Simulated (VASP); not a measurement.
A run of VASP 6.6.1 is set up as follows.

The input INCAR:

```
PREC = Accurate
ENCUT = 520
EDIFF = 1E-6
ISMEAR = 0
SIGMA = 0.1
LREAL = False
LASPH = True
NELM = 80
ALGO = Normal
ISIF = 2
LWAVE = False
LCHARG = False
GGA = PE
NBANDS = 48
```

The input KPOINTS:

```
Automatic mesh
0
Gamma
  5 5 5
```

File POSCAR:

```
Lu3Si
1.0
    4.4800409490      0.0000000000      0.0000000000
    0.0000000000      4.4800409490      0.0000000000
    0.0000000000      0.0000000000      4.4800409490
Lu Si
3 1
Direct
    0.0000000000      0.5000000000      0.5000000000
    0.5000000000      0.0000000000      0.5000000000
    0.5000000000      0.5000000000      0.0000000000
    0.0000000000      0.0000000000      0.0000000000
```

Potentials or basis: VASP PAW PBE potentials, release 64 (Lu, Si).

Command:

```sh
$ cat potpaw_PBE.64/Lu/POTCAR potpaw_PBE.64/Si/POTCAR > POTCAR
$ mpirun -np 1 vasp_std > vasp.out
```

(1) What does it give for the pressure?

## Answers

(1) 2.3 GPa.
